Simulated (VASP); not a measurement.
Here is a VASP 6.6.1 calculation.

Contents of INCAR:

```
ALGO = Normal
EDIFF = 1E-6
EDIFFG = -0.005
ENCUT = 600
GGA = PE
IBRION = 2
ISIF = 3
ISMEAR = -1
LASPH = T
LCHARG = F
LREAL = F
LWAVE = F
NELM = 80
NSW = 60
PREC = Accurate
PSTRESS = 380.0
SIGMA = 0.1
```

The input KPOINTS:

```
k-points
0
Gamma
  9 9 5
```

POSCAR

```
BiW
1.0
    3.8346702785      0.0000000000      0.0000000000
   -1.9173351393      3.3209218764      0.0000000000
    0.0000000000      0.0000000000      5.9437389317
W Bi
2 2
Direct
    0.0000000000      0.0000000000      0.0000000000
    0.0000000000      0.0000000000      0.5000000000
    0.3333333333      0.6666666667      0.2500000000
    0.6666666667      0.3333333333      0.7500000000
```

Potentials or basis: VASP PAW PBE potentials, release 64 (W_sv, Bi_d).

Command:

```sh
$ cat potpaw_PBE.64/W_sv/POTCAR potpaw_PBE.64/Bi_d/POTCAR > POTCAR
$ mpirun -np 1 vasp_std > vasp.out
```

(1) What does it give for the relaxed cell?

(2) Estimate the relaxed volume.

## Answers

(1) a = 4.244 Å, b = 4.244 Å, c = 4.985 Å, α = 90.00°, β = 90.00°, γ = 120.00°.

(2) 19.44 Å³/atom.

Caveat: the cell is relaxed towards a set pressure, so the run minimises the enthalpy, not the energy; a cell axis changed by over 15 % at a fixed basis, so the end point is rough.
